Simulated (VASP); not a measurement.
Here is a VASP 6.6.1 calculation.

File INCAR:

```
  PREC = Accurate
  ENCUT = 520
  EDIFF = 1E-6
  ISMEAR = 0
  SIGMA = 0.01
  LREAL = F
  LASPH = T
  NELM = 100
  ALGO = Normal
  ISIF = 2
  LWAVE = F
  LCHARG = T
  GGA = CA
  LELF = T
  LVHAR = T
  NBANDS = 11
```

KPOINTS

```
Automatic mesh
0
Gamma
  12 12 12
```

File POSCAR:

```
Si
1.0
    0.0000000000      2.7188613535      2.7188613535
    2.7188613535      0.0000000000      2.7188613535
    2.7188613535      2.7188613535      0.0000000000
Si
2
Direct
    0.5000000000      0.5000000000      0.5000000000
    0.7500000000      0.7500000000      0.7500000000
```

Potentials or basis: VASP PAW LDA potentials, release 64 (Si).

Run with:

```sh
$ cat potpaw_LDA.64/Si/POTCAR > POTCAR
$ mpirun -np 1 vasp_std > vasp.out
```

(1) What does it give for the band gap on the k mesh?

(2) Predict the pressure.

Results:

(1) 0.48 eV, indirect (least direct gap 2.52 eV).

(2) -1.8 GPa.
